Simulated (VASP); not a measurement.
Sb, 2 atoms in the cell. Symmetry: P6_3/mmc, No. 194, hexagonal system. Conventional cell: a = 3.355 Å, b = 3.355 Å, c = 5.470 Å, α = 90.00°, β = 90.00°, γ = 120.00°. Within 4.4 Å of Sb (site symmetry -6m2) lie 12 Sb at 3.35 Å. 

* Program: VASP 6.6.1
* Task: single point
* Functional: LDA
* Potentials or basis: VASP PAW LDA potentials, release 64 (Sb)
* Cutoff: 520 eV
* k mesh: 9 × 9 × 5
* Occupations: gaussian, width 0.05 eV
* Spin: no spin polarisation
* Dipole correction: no
* Further INCAR settings: ALGO = Normal; EDIFF = 1e-07; NBANDS = 12

Potentials or basis: VASP PAW LDA potentials, release 64 (Sb).

Run with:

```console
$ cat potpaw_LDA.64/Sb/POTCAR > POTCAR
$ mpirun -np 1 vasp_std > vasp.out
```

Hardware: 1 thread of Intel(R) Xeon(R) Platinum 8375C CPU @ 2.90GHz (Ice Lake) (shared host).

Q: Estimate the wall time of this run.

A: Wall time 18 s on 1 thread of Intel(R) Xeon(R) Platinum 8375C CPU @ 2.90GHz (Ice Lake), with other jobs on the host, peak memory 0.16 GiB. Counts: scf iterations 11, k points 36.
